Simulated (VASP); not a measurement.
A run of VASP 6.6.1 is set up as follows.

Contents of INCAR:

```
PREC     = Accurate       # precision mode
ENCUT    = 520            # plane-wave cutoff, eV
EDIFF    = 1E-6           # SCF threshold, eV
ISMEAR   = 0              # smearing method
SIGMA    = 0.1            # smearing width, eV
LREAL    = False          # projectors in reciprocal space
LASPH    = True           # aspherical terms in the spheres
NELM     = 150            # most SCF steps
ALGO     = Normal         # electronic algorithm
ISIF     = 2              # what is computed and relaxed
LWAVE    = False          # write WAVECAR
LCHARG   = True           # write CHGCAR
ISPIN    = 2              # spin polarisation
MAGMOM   = 0 4 0 0        # initial moments
LORBIT   = 11             # projections on sites
LMAXMIX  = 4              # l up to which the mixer works
GGA      = PE             # functional
LELF     = True           # ELF
LVHAR    = True         
NBANDS   = 29             # bands
```

KPOINTS

```
Automatic mesh
0
Gamma
  6 6 4
```

POSCAR

```
TaMnN2
1.0
    3.3243240039      0.0000000000      0.0000000000
    0.0000000000      3.3243240039      0.0000000000
    0.0000000000      0.0000000000      4.6217857173
Ta Mn N
1 1 2
Direct
    0.0000000000      0.0000000000      0.5000000000
    0.5000000000      0.5000000000      0.0000000000
    0.5000000000      0.0000000000      0.2605426431
    0.0000000000      0.5000000000      0.7394573569
```

Potentials or basis: VASP PAW PBE potentials, release 64 (Ta_pv, Mn_pv, N).

Run with:

```sh
$ cat potpaw_PBE.64/Ta_pv/POTCAR potpaw_PBE.64/Mn_pv/POTCAR potpaw_PBE.64/N/POTCAR > POTCAR
$ mpirun -np 1 vasp_std > vasp.out
```

(1) What does it give for the site moments?

(2) What does it give for the net moment?

Answers

(1) Ta +0.03; Mn +3.60; N +0.03 μB.

(2) 3.80 μB per cell.

Caveat: a cell with one magnetic atom can't hold antiferromagnetic order, which such compounds often take.
